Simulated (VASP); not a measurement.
Runs of VASP 6.6.1 on Pt. The structure is that of space group Im-3m (No. 229), or close to it. The cells are those of the table. This isn't the form of Pt at room conditions, which is fcc.

```tsv
cell	gap on the mesh (eV)	pressure (GPa)
a = 2.854 Å, angles 109.5°, 1 atom	none	-21.0
a = 2.634 Å, angles 109.5°, 1 atom	none	38.0
a = 2.781 Å, angles 110.5, 110.5, 107.3°, 1 atom	none	(b)
a = 2.818 Å, angles 108.4, 108.4, 111.6°, 1 atom	none	(a)
a = 2.963 Å, angles 109.5°, 1 atom	none	-29.3
a = 2.524 Å, angles 109.5°, 1 atom	none	112.1
```

Alike in all rows: task single point; level PBE; potentials or basis VASP PAW PBE potentials, release 64 (Pt); no spin polarisation; k mesh 22 × 22 × 22; cutoff (eV) 520; smearing gaussian 0.15 eV.

**Question.** Fill in the values left out.

**Answer.** (a) -16.1; (b) -9.7.

Caveats: spin-orbit coupling is left out, which moves the levels of the heavy elements; the cell stands under tension (at least some runs); the cell stands under pressure (at least some runs).

A k mesh can miss the band edges, and the runs leave out spin-orbit coupling on Pt.

A gap of «none» marks levels without a gap at the run's occupations.
